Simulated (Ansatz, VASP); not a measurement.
# V4O in VASP and in Ansatz

```xyz
5
Lattice="2.9972 0.0000 0.0000 0.0000 2.9972 0.0000 0.0000 0.0000 21.3334" Properties=species:S:1:pos:R:3 pbc="T T T"
V     1.4986    1.4986    4.0000
V     0.0000    0.0000    5.4986
V     1.4986    1.4986    6.9700
V     0.0000    0.0000    8.3334
O     1.4986    1.4986   12.2834
```

Alike in both runs: task single point; functional PBE; k mesh 9 × 9 × 1; occupations gaussian, width 0.1 eV; no spin polarisation.

```csv
,VASP,Ansatz
version,VASP 6.6.1,Ansatz 0.2.0
potentials or method,"VASP PAW PBE potentials, release 64 (V_sv, O), cutoff 520 eV","scalar-relativistic, plane waves, PAW"
valence electrons in the cell,58,58
```

```tsv
	VASP	Ansatz	Ansatz less VASP
gap on the k mesh at the Fermi level (eV)	none	none	-
rms of the force components (eV/Å)	0.262	0.262	-0.0009
```

Atom by atom the forces differ by 0.009 eV/Å (rms over components). A gap of «none» marks a metal or a gap that the smearing closes. Ansatz's warnings: vacuum density over bound.
